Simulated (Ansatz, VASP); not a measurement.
**TaN: VASP beside Ansatz**

```xyz
6
Lattice="5.2031 0.0000 0.0000 -2.6016 4.5060 0.0000 0.0000 0.0000 2.9039" Properties=species:S:1:pos:R:3 pbc="T T T"
Ta    0.0000    3.0040    1.4520
Ta    2.6016    1.5020    1.4520
Ta    0.0000    0.0000    0.0000
N     2.0408    0.0000    0.0000
N     1.5812    2.7386    0.0000
N    -1.0204    1.7674    0.0000
```

Alike in both runs: functional BLYP; dispersion D3(BJ); k mesh 6 × 6 × 9; no spin polarisation.

Ansatz relaxed the structure, and its values are those at the end. VASP's run is a single point on that final structure, the one shown.

|  | VASP | Ansatz |
| --- | --- | --- |
| version | VASP 6.6.1 | Ansatz 0.2.0 |
| potentials or method | VASP PAW PBE potentials, release 64 (Ta_pv, N), cutoff 520 eV | plane waves, PAW |
| occupations | methfessel-paxton of order 1, width 0.1 eV | cold, width 0.1 eV |
| valence electrons in the cell | 48 | 54 |

```tsv
	VASP	Ansatz	Ansatz less VASP
pressure (GPa)	2.0	0.0	-2.02
rms of the force components (eV/Å)	0.009	0.002	-0.0067
```

VASP's potentials were made for PBE, not for BLYP. VASP's potentials hold 48 valence electrons a cell and Ansatz's 54, so a difference there can come from the potentials and not from the codes. Ansatz's warnings: stress scf threshold loose.

Neither program's run includes spin-orbit coupling.
